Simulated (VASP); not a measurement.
# CoO: single point with LDA

CoO:

```
Co O
1.0
    -1.52784    1.52784    2.13498
     1.52784   -1.52784    2.13498
     1.52784    1.52784   -2.13498
Co O
1 1
Cartesian
  0.0000 0.0000 0.0000
  0.0000 0.0000 2.1350
```

This cell differs from its parent crystal: volume scaled by 1.04.

```
Program             : VASP 6.6.1
Task                : single point
Functional          : LDA
Potentials or basis : VASP PAW LDA potentials, release 64 (Co, O)
Cutoff              : 520 eV
k mesh              : 12 × 12 × 12
Occupations         : fermi-dirac, width 0.05 eV
Spin                : collinear spin, ferromagnetic start
Starting moments    : [2.0, 0.0] μB
```

- Pressure: -23.6 GPa
- Net moment: 2.85 μB per cell
- Site moments: Co +2.47; O +0.31 μB
- Valence electrons inside the program's atomic spheres: Co 7.79; O 4.91

Stress tensor (GPa, compression positive):
```
-23.41   0.00   0.00
  0.00 -23.41   0.00
  0.00   0.00 -24.09
```

Levels at points of the mesh, in eV from the Fermi level:
Spin up:
```
           k point  band 5  band 6  band 7  band 8  band 9  band 10  band 11  band 12  band 13  band 14
(0.00, 0.00, 0.00)   -2.97   -2.97   -2.96   -2.96   -2.91     0.79    16.53    17.70    17.70    17.73
(0.50, 0.00, 0.00)   -2.24   -2.23   -1.75    0.12    0.19     4.84     8.85    12.87    13.13    19.90
(0.50, 0.50, 0.00)   -3.79   -2.62   -2.15   -1.98   -1.97     5.51     9.33    11.45    15.08    15.28
(0.50, 0.50, 0.50)   -3.76   -2.60   -2.14   -1.99   -1.99     5.51     9.49    11.31    15.04    15.04
```
Spin down:
| k point | band 2 | band 3 | band 4 | band 5 | band 6 | band 7 | band 8 | band 9 | band 10 | band 11 |
| --- | --- | --- | --- | --- | --- | --- | --- | --- | --- | --- |
| (0.00, 0.00, 0.00) | -2.61 | -2.55 | -2.55 | -1.05 | -1.05 | -0.99 | -0.39 | -0.39 | 1.32 | 16.62 |
| (0.50, 0.00, 0.00) | -7.43 | -4.65 | -4.62 | -0.12 | -0.10 | 0.19 | 2.20 | 2.27 | 5.20 | 9.60 |
| (0.50, 0.50, 0.00) | -6.26 | -3.82 | -3.72 | -2.11 | 0.04 | 0.16 | 0.17 | 0.49 | 6.23 | 9.85 |
| (0.50, 0.50, 0.50) | -6.25 | -3.80 | -3.80 | -2.10 | 0.07 | 0.16 | 0.16 | 0.49 | 6.23 | 9.99 |

Wall time 86 s on 1 thread of AMD EPYC 9R45 96-Core Processor (Zen 5), with other jobs on the host, peak memory 0.17 GiB.

Caveat: a cell with one magnetic atom can't hold antiferromagnetic order, which such compounds often take; semilocal functionals often make such compounds metallic where correlation or magnetic order opens a gap, which also shifts bond lengths.
